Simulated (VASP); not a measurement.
## Na2TlAsF6: single point with PBE

The system is Na2TlAsF6.

```
CELL_PARAMETERS angstrom
0.00000 4.64438 4.64438
4.64438 0.00000 4.64438
4.64438 4.64438 0.00000
ATOMIC_POSITIONS crystal
Na 0.75000 0.75000 0.75000
Na 0.25000 0.25000 0.25000
Tl 0.50000 0.50000 0.50000
As 0.00000 0.00000 0.00000
F 0.77851 0.22149 0.22149
F 0.22149 0.22149 0.77851
F 0.22149 0.77851 0.77851
F 0.22149 0.77851 0.22149
F 0.77851 0.22149 0.77851
F 0.77851 0.77851 0.22149
```

```
Program                 : VASP 6.6.1
Task                    : single point
Functional              : PBE
Potentials or basis     : VASP PAW PBE potentials, release 64 (Na_pv, Tl_d, As, F)
Cutoff                  : 520 eV
k mesh                  : 3 × 3 × 3
Occupations             : gaussian, width 0.01 eV
Spin                    : no spin polarisation
Dipole correction       : no
k mesh for the DOS      : 5 × 5 × 5
Occupations for the DOS : tetrahedron
Further INCAR settings  : ALGO = Normal; EDIFF = 1e-06
```

```yaml
Valence_electrons_inside_the_program's_atomic_spheres: Na 5.96; Tl 11.15; As 2.41; F 6.05
```

Levels at points of the mesh, in eV from the valence-band top:
```csv
k point,band 35,band 36,band 37,band 38,band 39,band 40
"(0.00, 0.00, 0.00)",-3.87,-3.87,0.00,2.08,2.83,2.83
```

Run time: 4 min on 1 thread of Intel Xeon 8259CL, with other jobs on the host, peak memory 0.37 GiB.

Caveat: spin-orbit coupling is left out, which moves the levels of the heavy elements.
